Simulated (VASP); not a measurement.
Si7Ge: single point with PBEsol

Si7Ge:

```
Si Ge
1.0
     5.73214    0.00000    0.00000
     0.00000    5.73214    0.00000
     0.00000    0.00000    5.32270
Si Ge
7 1
Direct
  0.25260 0.25260 0.25260
  0.00000 0.50000 0.50000
  0.50000 0.50000 0.00000
  0.50000 0.00000 0.50000
  0.74740 0.25260 0.74740
  0.74740 0.74740 0.25260
  0.25260 0.74740 0.74740
  0.00000 0.00000 0.00000
```

This cell differs from its parent crystal: strain +0.050 along x and y, -0.025 along z.

* Program: VASP 6.6.1
* Task: single point
* Functional: PBEsol
* Potentials or basis: VASP PAW PBE potentials, release 64 (Si, Ge_d)
* Cutoff: 520 eV
* k mesh: 6 × 6 × 6
* Occupations: gaussian, width 0.03 eV
* Spin: no spin polarisation

The pressure is -5.7 GPa and the largest force is 0.015 eV/Å. The band gap on the k mesh is zero (band 21 reaches 5.22 eV, above the bottom of band 22 at 5.11 eV).

Forces on the atoms (eV/Å):
```
Si  -0.001 -0.001  0.015
Si   0.000  0.000  0.000
Si   0.000  0.000  0.000
Si   0.000  0.000  0.000
Si   0.001 -0.001 -0.015
Si   0.001  0.001  0.015
Si  -0.001  0.001 -0.015
Ge   0.000  0.000  0.000
```

Stress tensor (GPa, compression positive):
```
-7.59  0.00  0.00
 0.00 -7.59  0.00
 0.00  0.00 -1.81
```

Levels at points of the mesh, in eV from the Fermi level:
```tsv
k point	band 17	band 18	band 19	band 20	band 21	band 22	band 23	band 24	band 25	band 26
(0.00, 0.00, 0.00)	-2.67	-2.64	-0.30	-0.30	0.11	0.12	0.31	0.69	0.82	0.82
(0.50, 0.00, 0.00)	-3.68	-1.92	-1.85	-1.72	-1.66	1.06	1.23	2.78	2.80	3.54
(0.50, 0.50, 0.00)	-3.39	-1.88	-1.76	-1.71	-1.71	1.63	1.63	1.68	1.88	4.40
(0.00, 0.00, 0.50)	-3.41	-2.24	-2.24	-2.13	-2.13	0.47	0.63	2.90	2.94	4.57
(0.50, 0.00, 0.50)	-3.78	-1.38	-1.28	-1.20	-1.18	2.22	2.24	2.24	2.50	3.88
(0.50, 0.50, 0.50)	-1.55	-1.11	-1.00	-1.00	-0.87	0.47	0.84	0.84	0.94	2.80
```

Wall time 95 s on 1 thread of Intel(R) Xeon(R) 6975P-C (Granite Rapids), with other jobs on the host, peak memory 0.38 GiB.

Caveat: the cell differs from its parent crystal (strain +0.050 along x and y, -0.025 along z); the PAW data sets were made with another functional, which shifts forces and pressure a little.
